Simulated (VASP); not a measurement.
# Pb: relaxation of cell and atoms with PBE

The system is Pb.

```
Pb
1.0
     3.51504    0.00000    0.00000
    -1.75752    3.04411    0.00000
     0.00000    0.00000    5.96744
Pb
2
Direct
  0.33333 0.66667 0.25000
  0.66667 0.33333 0.75000
```

| Item | Value |
| --- | --- |
| Program | VASP 6.6.1 |
| Task | relaxation of cell and atoms |
| Functional | PBE |
| Potentials or basis | VASP PAW PBE potentials, release 64 (Pb_d) |
| Cutoff | 600 eV |
| k mesh | 13 × 13 × 7 |
| Occupations | fermi-dirac, width 0.05 eV |
| Spin | no spin polarisation |
| Dipole correction | no |
| Further INCAR settings | ALGO = Normal; EDIFF = 1e-07; IBRION = 2; EDIFFG = -0.005; NSW = 45; ISIF = 3 |

```yaml
Pressure_after_relaxing: 0.0 GPa
Band_gap_on_the_k_mesh: zero (band 14 reaches 12.42 eV, above the bottom of band 15 at 5.33 eV)
```

Final structure:
```
Pb
1.0
     3.51504    0.00000    0.00000
    -1.75752    3.04411    0.00000
     0.00000    0.00000    5.96744
Pb
2
Direct
  0.33333 0.66667 0.25000
  0.66667 0.33333 0.75000
```

Levels at points of the mesh, in eV from the Fermi level:
| k point | band 10 | band 11 | band 12 | band 13 | band 14 | band 15 | band 16 | band 17 | band 18 |
| --- | --- | --- | --- | --- | --- | --- | --- | --- | --- |
| (0.00, 0.00, 0.00) | -16.77 | -11.37 | -8.34 | -3.97 | 5.76 | 5.76 | 6.51 | 7.29 | 7.29 |

It took 2.8 min on 1 thread of AMD EPYC 7R13, on a shared host, peak memory 0.22 GiB.

Caveat: the relaxation stopped at its first step, so nothing moved; spin-orbit coupling is left out, which moves the levels of the heavy elements.
